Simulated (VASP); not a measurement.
# KScS2 (P4/mmm) in VASP: a series of runs

The runs below take KScS2 through relaxation of cell and atoms, single point, with r2SCAN, HSE06.

Everything below comes from runs of VASP 6.6.1. Logs are shortened: lines on timing, memory, paths and dates and some standing lists are left out, and cuts for length are marked.

## (1) The cell of the first run

It takes space group P4/mmm (No. 123, tetragonal). Conventional cell: a = 4.051 Å, b = 4.051 Å, c = 5.482 Å, α = 90.00°, β = 90.00°, γ = 90.00°. Within 3.6 Å of K (site symmetry 4/mmm) lie 6 S at 2.74 to 2.86 Å. Within 3.6 Å of S (site symmetry 4/mmm) lie 2 K at 2.74 Å and 4 Sc at 2.86 Å. S (site symmetry 4/mmm) has 2 Sc at 2.74 Å and 4 K at 2.86 Å within 3.6 Å. Sc (site symmetry 4/mmm) has 6 S at 2.74 to 2.86 Å within 3.6 Å.

## (2) Relaxation of cell and atoms, r2SCAN

The input, POSCAR:

```
KScS2
1.0
    4.0513015630      0.0000000000      0.0000000000
    0.0000000000      4.0513015630      0.0000000000
    0.0000000000      0.0000000000      5.4821041212
K S Sc
1 2 1
Direct
    0.0000000000      0.0000000000      0.0000000000
    0.0000000000      0.0000000000      0.5000000000
    0.5000000000      0.5000000000      0.0000000000
    0.5000000000      0.5000000000      0.5000000000
```

The input, INCAR.step1:

```
SYSTEM = KScS2
ALGO = Normal
EDIFF = 1E-4
ENCUT = 600
GGA = PE
ISMEAR = -1
LASPH = .TRUE.
LCHARG = .FALSE.
LREAL = .FALSE.
LWAVE = .TRUE.
NELM = 100
PREC = Accurate
SIGMA = 0.02
```

The input, INCAR.step2:

```
SYSTEM = KScS2
ALGO = Normal
EDIFF = 1E-7
EDIFFG = -0.005
ENCUT = 600
IBRION = 2
ISIF = 3
ISMEAR = -1
ISTART = 1
LASPH = .TRUE.
LCHARG = .FALSE.
LMIXTAU = .TRUE.
LREAL = .FALSE.
LWAVE = .FALSE.
METAGGA = R2SCAN
NELM = 100
NSW = 80
PREC = Accurate
SIGMA = 0.02
```

The input, KPOINTS:

```
k-points
0
G
  6 6 4
  0 0 0
```

Potentials or basis: VASP PAW PBE potentials, release 64 (K_sv, S, Sc_sv).

Launch:

```bash
cat potpaw_PBE.64/K_sv/POTCAR potpaw_PBE.64/S/POTCAR potpaw_PBE.64/Sc_sv/POTCAR > POTCAR
cp INCAR.step1 INCAR
mpirun -np 1 vasp_std > vasp.out
cp INCAR.step2 INCAR
mpirun -np 1 vasp_std > vasp.out
```

OUTCAR:

```text
SYSTEM = KScS2
   EDIFF = 1E-7
   EDIFFG = -0.005
   ENCUT = 600
   IBRION = 2
   ISIF = 3
   ISMEAR = -1
   ISTART = 1
   LASPH = .TRUE.
   LREAL = .FALSE.
   METAGGA = R2SCAN
   NELM = 100
   NSW = 80
   PREC = Accurate

 ion  position               nearest neighbor table
   1  0.000  0.000  0.000-   2 2.74   2 2.74   3 2.86   3 2.86   3 2.86   3 2.86
   2  0.000  0.000  0.500-   1 2.74   1 2.74   4 2.86   4 2.86   4 2.86   4 2.86
   3  0.500  0.500  0.000-   4 2.74   4 2.74   1 2.86   1 2.86   1 2.86   1 2.86
   4  0.500  0.500  0.500-   3 2.74   3 2.74   2 2.86   2 2.86   2 2.86   2 2.86

  LATTYP: Found a simple tetragonal cell.
 ALAT       =     4.0513015630
 C/A-ratio  =     1.3531710824

  Lattice vectors:

 A1 = (   4.0513015630,   0.0000000000,   0.0000000000)
 A2 = (   0.0000000000,   4.0513015630,   0.0000000000)
 A3 = (   0.0000000000,   0.0000000000,   5.4821041212)

Analysis of symmetry for initial positions (statically):
=====================================================================
 Subroutine PRICEL returns:
 Original cell was already a primitive cell.

 Routine SETGRP: Setting up the symmetry group for a
 simple tetragonal supercell.

 Subroutine GETGRP returns: Found 16 space group operations
 (whereof 16 operations were pure point group operations)
 out of a pool of 16 trial point group operations.

The static configuration has the point symmetry D_4h.

Analysis of symmetry for dynamics (positions and initial velocities):
=====================================================================
 Subroutine PRICEL returns:
 Original cell was already a primitive cell.

 Routine SETGRP: Setting up the symmetry group for a
 simple tetragonal supercell.

 Subroutine GETGRP returns: Found 16 space group operations
 (whereof 16 operations were pure point group operations)
 out of a pool of 16 trial point group operations.

The dynamic configuration has the point symmetry D_4h.

 Subroutine INISYM returns: Found 16 space group operations
 (whereof 16 operations are pure point group operations),
 and found     1 'primitive' translations

----------------------------------------------------------------------------------------

                                     Primitive cell

  volume of cell :      89.9780

  direct lattice vectors                    reciprocal lattice vectors
     4.051301563  0.000000000  0.000000000     0.246834254  0.000000000  0.000000000
     0.000000000  4.051301563  0.000000000     0.000000000  0.246834254  0.000000000
     0.000000000  0.000000000  5.482104121     0.000000000  0.000000000  0.182411712

  length of vectors
     4.051301563  4.051301563  5.482104121     0.246834254  0.246834254  0.182411712

  position of ions in fractional coordinates (direct lattice)
     0.000000000  0.000000000  0.000000000
     0.000000000  0.000000000  0.500000000
     0.500000000  0.500000000  0.000000000
     0.500000000  0.500000000  0.500000000

  ion indices of the primitive-cell ions
   primitive index   ion index
                 1           1
                 2           2
                 3           3
                 4           4

----------------------------------------------------------------------------------------

 KPOINTS: k-points

Automatic generation of k-mesh.
 Grid dimensions read from file:
 generate k-points for:    6    6    4

 Generating k-lattice:

  Cartesian coordinates                     Fractional coordinates (reciprocal lattice)
     0.041139042  0.000000000  0.000000000     0.166666667  0.000000000  0.000000000
     0.000000000  0.041139042  0.000000000     0.000000000  0.166666667  0.000000000
     0.000000000  0.000000000  0.045602928     0.000000000  0.000000000  0.250000000

  Length of vectors
     0.041139042  0.041139042  0.045602928

  Shift w.r.t. Gamma in fractional coordinates (k-lattice)
     0.000000000  0.000000000  0.000000000

 Subroutine IBZKPT returns following result:
 ===========================================

 Found     30 irreducible k-points:

 Following reciprocal coordinates:
            Coordinates               Weight
  0.000000  0.000000  0.000000      1.000000
  0.166667  0.000000  0.000000      4.000000
  0.333333  0.000000  0.000000      4.000000
  0.500000  0.000000  0.000000      2.000000
  0.166667  0.166667  0.000000      4.000000
  0.333333  0.166667  0.000000      8.000000
[... 16 lines left out ...]
  0.333333  0.000000  0.500000      4.000000
  0.500000  0.000000  0.500000      2.000000
 [... further k-points ...]
   k-points           NKPTS =     30   k-points in BZ     NKDIM =     30   number of bands    NBANDS=     20
   number of dos      NEDOS =    301   number of ions     NIONS =      4
   total plane-waves  NPLWV =  49152
   dimension x,y,z NGX =    32 NGY =   32 NGZ =   48
   dimension x,y,z NGXF=    64 NGYF=   64 NGZF=   96
   ions per type =               1   2   1
   NGX,Y,Z   is equivalent  to a cutoff of  13.13, 13.13, 14.56 a.u.
   NGXF,Y,Z  is equivalent  to a cutoff of  26.26, 26.26, 29.11 a.u.
 SYSTEM =  KScS2
   PREC   = accura    normal or accurate (medium, high low for compatibility)
   ISTART =      1    job   : 0-new  1-cont  2-samecut
   ICHARG =      0    charge: 1-file 2-atom 10-const
   ISPIN  =      1    spin polarized calculation?
   LNONCOLLINEAR =      F non collinear calculations
   LSORBIT =      F    spin-orbit coupling
   LASPH  =      T    aspherical Exc in radial PAW
   ENCUT  =  600.0 eV  44.10 Ry    6.64 a.u.   8.09  8.09 10.95*2*pi/ulx,y,z
   NELM   =    100;   NELMIN=  2; NELMDL=  0     # of ELM steps
   EDIFF  = 0.1E-06   stopping-criterion for ELM
   LREAL  =      F    real-space projection
   EDIFFG = -.5E-02   stopping-criterion for IOM
   NSW    =     80    number of steps for IOM
   IBRION =      2    ionic relax: 0-MD 1-quasi-New 2-CG
   NFREE  =      1    steps in history (QN), initial steepest desc. (CG)
   ISIF   =      3    stress and relaxation
   ISYM   =      2    0-nonsym 1-usesym 2-fastsym
   POTIM  = 0.5000    time-step for ionic-motion
   TEBEG  =    0.0;   TEEND  =   0.0 temperature during run
   PSTRESS=    0.0 pullay stress
   NELECT =      32.0000    total number of electrons
   NUPDOWN=      -1.0000    fix difference up-down
   EMIN   =  10.00;   EMAX   =-10.00  energy-range for DOS
   EFERMI =   0.00;   METHOD = LEGACY
   ISMEAR =    -1;   SIGMA  =   0.02  broadening in eV -4-tet -1-fermi 0-gaus
   EFERMI_NEDOS =   21; number of points for ismear=-14 and -15
   IALGO  =     38    algorithm
   IMIX   =      4    mixing-type and parameters
     AMIX     =   0.40;   BMIX     =  1.00
     AMIX_MAG =   1.60;   BMIX_MAG =  1.00
  volume/ion in A,a.u.               =      22.49       151.80
  Fermi-wavevector in a.u.,A,eV,Ry     =   1.159879  2.191853 18.304180  1.345319
  Thomas-Fermi vector in A             =   2.296467
   LORBIT       =      0    0 simple, 1 ext, 2 COOP (PROOUT), +10 PAW based schemes
   METAGGA = R2SCAN    functional components
   LHFCALC =     F    Hartree Fock is set to
   AEXX    =    0.0000 exact exchange contribution
   IVDW    =     0    specifies the selected vdW correction
   LEPSILON=     F    determine dielectric tensor
   LRPA    =     F    only Hartree local field effects (RPA)
 conjugate gradient relaxation of ions
 non-spin polarized calculation
  energy-cutoff  :      600.00
  volume of cell :       89.98
 maximum number of plane-waves:      3040
   NGX = 17   NGY = 17   NGZ = 21

--------------------------------------- Ionic step        1  -------------------------------------------

 number of electron      32.0000001 magnetization

 Free energy of the ion-electron system (eV)
  ---------------------------------------------------
  ext. energy  EPLUGINS =         0.00000000
  ---------------------------------------------------
  free energy    TOTEN  =       -39.32641393 eV

  energy without entropy =      -39.32640650  energy(sigma->0) =      -39.32641021

------------------------ aborting loop because EDIFF is reached ----------------------------------------

  FORCE on cell =-STRESS in cart. coord.  units (eV):
  Direction    XX          YY          ZZ          XY          YZ          ZX
  --------------------------------------------------------------------------------------
  -------------------------------------------------------------------------------------
  Total       -0.2535537     -0.2535537     -0.2007608      0.0000000      0.0000000     -0.0000000
  in kB       -4.5148579     -4.5148579     -3.5748103      0.0000000      0.0000000     -0.0000000
  external PRESSURE =      -4.2015087 kB  Pullay stress =       0.0000000 kB

 VOLUME and BASIS-vectors are now :
 -----------------------------------------------------------------------------
  energy-cutoff  :      600.00
  volume of cell :       89.98
      direct lattice vectors                 reciprocal lattice vectors
     4.051301563  0.000000000  0.000000000     0.246834254  0.000000000  0.000000000
     0.000000000  4.051301563  0.000000000     0.000000000  0.246834254  0.000000000
     0.000000000  0.000000000  5.482104121     0.000000000  0.000000000  0.182411712
[... 115 lines left out ...]
 POSITION                                       TOTAL-FORCE (eV/Angst)
 -----------------------------------------------------------------------------------
      0.00000      0.00000      0.00000         0.000000      0.000000      0.000000
      0.00000      0.00000      2.73577         0.000000      0.000000      0.000000
      2.02072      2.02072     -0.00000         0.000000      0.000000      0.000000
      2.02072      2.02072      2.73577        -0.000000      0.000000      0.000000
 -----------------------------------------------------------------------------------
    total drift:                                0.000000     -0.000000     -0.000000

  FREE ENERGIE OF THE ION-ELECTRON SYSTEM (eV)
  ---------------------------------------------------
  free  energy   TOTEN  =       -39.3272851463 eV

  energy  without entropy=      -39.3272757839  energy(sigma->0) =      -39.32728047

--------------------------------------- Ionic step        5  -------------------------------------------

 number of electron      32.0000002 magnetization

 Free energy of the ion-electron system (eV)
  ---------------------------------------------------
  ext. energy  EPLUGINS =         0.00000000
  ---------------------------------------------------
  free energy    TOTEN  =       -39.32730661 eV

  energy without entropy =      -39.32729563  energy(sigma->0) =      -39.32730112

 E-fermi :   2.8462     XC(G=0):  -9.9310

 val. band max:        2.7129179436   @ k =   0.0000   0.0000   0.0000
 cond. band min:       2.9730094956   @ k =   0.0000   0.0000   0.0000
 fundamental gap:      0.2600915520
 Fermi energy:         2.8462497072

 k-point     1 :       0.0000    0.0000    0.0000
  band No.  band energies     occupation
      1     -50.1585      2.00000
      2     -27.7821      2.00000
      3     -27.7821      2.00000
      4     -27.6042      2.00000
      5     -26.2884      2.00000
      6     -10.1404      2.00000
[... 12 lines left out ...]
     19       4.2688      0.00000
     20       4.2688      0.00000
[... 507 lines left out ...]
 k-point    24 :       0.5000    0.0000    0.5000
  band No.  band energies     occupation
      1     -50.1574      2.00000
      2     -27.8052      2.00000
      3     -27.7793      2.00000
      4     -27.6046      2.00000
      5     -26.2699      2.00000
      6     -10.6268      2.00000
[... 12 lines left out ...]
     19       5.1910      0.00000
     20       6.3689      0.00000

 [... further k-points ...]

------------------------ aborting loop because EDIFF is reached ----------------------------------------

  FORCE on cell =-STRESS in cart. coord.  units (eV):
  Direction    XX          YY          ZZ          XY          YZ          ZX
  --------------------------------------------------------------------------------------
  -------------------------------------------------------------------------------------
  Total        0.0023536      0.0023536     -0.0064505      0.0000000      0.0000000      0.0000000
  in kB        0.0421982      0.0421982     -0.1156512      0.0000000      0.0000000      0.0000000
  external PRESSURE =      -0.0104183 kB  Pullay stress =       0.0000000 kB

 VOLUME and BASIS-vectors are now :
 -----------------------------------------------------------------------------
  energy-cutoff  :      600.00
  volume of cell :       89.36
      direct lattice vectors                 reciprocal lattice vectors
     4.040109702  0.000000000  0.000000000     0.247518031  0.000000000 -0.000000000
     0.000000000  4.040109702  0.000000000     0.000000000  0.247518031  0.000000000
     0.000000000  0.000000000  5.474773443    -0.000000000  0.000000000  0.182655960

 POSITION                                       TOTAL-FORCE (eV/Angst)
 -----------------------------------------------------------------------------------
      0.00000      0.00000      0.00000         0.000000      0.000000      0.000000
      0.00000      0.00000      2.73739         0.000000      0.000000      0.000000
      2.02005      2.02005      0.00000         0.000000      0.000000      0.000000
      2.02005      2.02005      2.73739        -0.000000      0.000000      0.000000
 -----------------------------------------------------------------------------------
    total drift:                                0.000000     -0.000000     -0.000000

  FREE ENERGIE OF THE ION-ELECTRON SYSTEM (eV)
  ---------------------------------------------------
  free  energy   TOTEN  =       -39.3273066098 eV

  energy  without entropy=      -39.3272956346  energy(sigma->0) =      -39.32730112

 reached required accuracy - stopping structural energy minimisation
```

Wall time 16 min (1 thread of Intel Xeon Platinum 8259CL at 2.50GHz (Skylake/Cascade Lake), shared host); peak memory 0.29 GiB.

What came out:

| Quantity | Value |
| --- | --- |
| Free energy | -39.3273 eV |
| Relaxed volume | 22.34 Å³/atom |
| Relaxed cell | a = 4.040 Å, b = 4.040 Å, c = 5.475 Å, α = 90.00°, β = 90.00°, γ = 90.00° |
| Space group after relaxing (to 0.05 Å) | P4/mmm (No. 123) |
| Energy gained by relaxing | 0.2 meV/atom |
| Ionic steps | 5 |
| Pressure after relaxing | 0.0 GPa |
| Band gap on the k mesh | 0.26 eV, direct |

The path:
```tsv
step	energy change (eV)	largest force (eV/Å)	pressure (GPa)	volume (Å³)
1	0.0000	0.0000	-0.42	89.98
2	-0.0008	0.0000	0.12	89.21
3	-0.0009	0.0000	0.02	89.35
4	-0.0009	0.0000	0.01	89.37
5	-0.0009	0.0000	0.00	89.36
```

Final structure:
```
CELL_PARAMETERS angstrom
4.04011 0.00000 0.00000
0.00000 4.04011 0.00000
0.00000 0.00000 5.47477
ATOMIC_POSITIONS crystal
K 0.00000 0.00000 0.00000
S 0.00000 0.00000 0.50000
S 0.50000 0.50000 0.00000
Sc 0.50000 0.50000 0.50000
```

Levels at points of the mesh, in eV from the valence-band top:
```csv
k point,band 14,band 15,band 16,band 17,band 18,band 19
"(0.00, 0.00, 0.00)",-0.43,0.00,0.00,0.26,1.21,1.56
"(0.50, 0.00, 0.00)",-1.87,-1.51,-0.80,1.73,1.94,2.10
"(0.50, 0.50, 0.00)",-0.85,-0.56,-0.56,0.81,0.81,1.90
"(0.00, 0.00, 0.50)",-2.07,-0.50,-0.50,0.33,1.22,2.24
"(0.50, 0.00, 0.50)",-2.55,-1.14,-1.04,1.98,2.39,2.48
"(0.50, 0.50, 0.50)",-1.89,-1.29,-1.29,2.10,2.11,2.11
```

Caveat: the PAW data sets were made with another functional, which shifts forces and pressure a little.

## (3) Single point, HSE06

This run uses another cell than the first one, of 22.13 Å³/atom, 0.984 times its volume.

The input, POSCAR:

```
KScS2
1.0
    4.0334173230      0.0000000000      0.0000000000
    0.0000000000      4.0334173230      0.0000000000
    0.0000000000      0.0000000000      5.4403009477
K S Sc
1 2 1
Direct
    0.0000000000      0.0000000000      0.0000000000
    0.0000000000      0.0000000000      0.5000000000
    0.5000000000      0.5000000000      0.0000000000
    0.5000000000      0.5000000000      0.5000000000
```

The input, INCAR.step1:

```
PREC = Accurate
ENCUT = 520
EDIFF = 1E-5
ISMEAR = -1
SIGMA = 0.02
LREAL = F
LASPH = T
NELM = 100
ALGO = Normal
ISIF = 2
LWAVE = T
LCHARG = F
NBANDS = 24
GGA = PE
```

The input, INCAR.step2:

```
PREC = Accurate
ENCUT = 520
EDIFF = 1E-6
ISMEAR = -1
SIGMA = 0.02
LREAL = F
LASPH = T
NELM = 100
ALGO = Normal
ISIF = 2
LWAVE = F
LCHARG = F
GGA = PE
LHFCALC = T
HFSCREEN = 0.2079
PRECFOCK = Normal
NBANDS = 24
ISTART = 1
```

The input, KPOINTS:

```
regular mesh
0
Gamma
  4 4 4
```

Potentials or basis: VASP PAW PBE potentials, release 64 (K_sv, S, Sc_sv).

Launch:

```bash
cat potpaw_PBE.64/K_sv/POTCAR potpaw_PBE.64/S/POTCAR potpaw_PBE.64/Sc_sv/POTCAR > POTCAR
cp INCAR.step1 INCAR
mpirun -np 1 vasp_std > vasp.out
cp INCAR.step2 INCAR
mpirun -np 1 vasp_std > vasp.out
```

It took 34 min on 1 thread of Intel Xeon Platinum 8488C (Sapphire Rapids), shared host; peak memory 0.34 GiB.

The run converged. Its results:

```
Free energy            : -24.4190 eV
Pressure               : 0.2 GPa
Band gap on the k mesh : 0.88 eV, direct
```

Stress tensor (GPa, compression positive):
```
0.19 0.00 0.00
0.00 0.19 0.00
0.00 0.00 0.32
```

Levels at points of the mesh, in eV from the valence-band top:
| k point | band 14 | band 15 | band 16 | band 17 | band 18 | band 19 |
| --- | --- | --- | --- | --- | --- | --- |
| (0.00, 0.00, 0.00) | -0.43 | 0.00 | 0.00 | 0.88 | 1.92 | 2.29 |
| (0.50, 0.00, 0.00) | -2.06 | -1.63 | -0.87 | 2.52 | 2.83 | 2.87 |
| (0.50, 0.50, 0.00) | -0.92 | -0.60 | -0.60 | 1.39 | 1.39 | 2.63 |
| (0.00, 0.00, 0.50) | -2.11 | -0.56 | -0.56 | 0.97 | 1.94 | 2.79 |
| (0.50, 0.00, 0.50) | -2.67 | -1.24 | -1.15 | 2.92 | 3.30 | 3.39 |
| (0.50, 0.50, 0.50) | -2.09 | -1.43 | -1.43 | 2.93 | 2.93 | 2.94 |

Caveat: the PAW data sets were made with another functional, which shifts forces and pressure a little. A k mesh can miss the band edges.
